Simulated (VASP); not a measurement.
Write the native input for VASP 6.6.1 that does the following.

```
Task                   : single point
Functional             : PBE
Potentials or basis    : VASP PAW PBE potentials, release 64 (Cr_pv, O)
Cutoff                 : 520 eV
k mesh                 : 14 × 14 × 6
Occupations            : gaussian, width 0.05 eV
Spin                   : collinear spin, ferromagnetic start
Starting moments       : [1.92, 0.0, 0.0] μB
Dipole correction      : no
Further INCAR settings : ALGO = Normal; EDIFF = 1e-07; NBANDS = 23
```

The structure of CrO2 lies in POSCAR:

```
CrO2
1.0
    2.8475508384     -0.0279761273      0.0445238855
   -1.4480034561      2.4969237317     -0.0371557921
    0.0825646269     -0.0318916722      5.3901524865
Cr O
1 2
Direct
    0.0050670602      0.0002620940      0.0048870048
    0.3320902508      0.6558839500      0.1657738504
    0.6628426890      0.3438539560      0.8293391448
```

This cell differs from its parent crystal: atoms moved at random and the cell strained at random.

One way to write it, as run:

INCAR

```
PREC = Accurate ; ENCUT = 520
EDIFF = 1E-7 ; ISMEAR = 0
SIGMA = 0.05 ; LREAL = False
LASPH = True ; NELM = 150
ALGO = Normal ; ISIF = 2
LWAVE = False ; LCHARG = False
ISPIN = 2 ; MAGMOM = 1.92 0 0
LORBIT = 11 ; LMAXMIX = 4
GGA = PE ; NBANDS = 23
KPAR = 4
```

KPOINTS

```
Automatic mesh
0
Gamma
  14 14 6
```

Potentials or basis: VASP PAW PBE potentials, release 64 (Cr_pv, O).

Launch:

```console
$ cat potpaw_PBE.64/Cr_pv/POTCAR potpaw_PBE.64/O/POTCAR > POTCAR
$ mpirun -np 4 vasp_std > vasp.out
```

Results of the run:

```
Pressure                                              : 12.7 GPa
Largest force                                         : 1.937 eV/Å
Band gap on the k mesh                                : zero (filled and empty bands overlap)
Net moment                                            : 2.00 μB per cell
Site moments                                          : Cr +2.04; O -0.05, -0.04 μB
Valence electrons inside the program's atomic spheres : Cr 11.04; O 5.06, 5.03
```

Caveat: the cell differs from its parent crystal (atoms moved at random and the cell strained at random); the cell stands under pressure; an empty level that is flat over the whole mesh can mark a ghost state of the potentials, or a narrow d or f band; a cell with one magnetic atom can't hold antiferromagnetic order, which such compounds often take; semilocal functionals often make such compounds metallic where correlation or magnetic order opens a gap, which also shifts bond lengths; forces of over 1 eV/Å act on the atoms, so gaps and moduli don't describe the material at rest.

Wall time 4.2 min on 4 MPI ranks on Intel(R) Xeon(R) Platinum 8488C (Sapphire Rapids), with other jobs on the host, peak memory 0.75 GiB a rank.
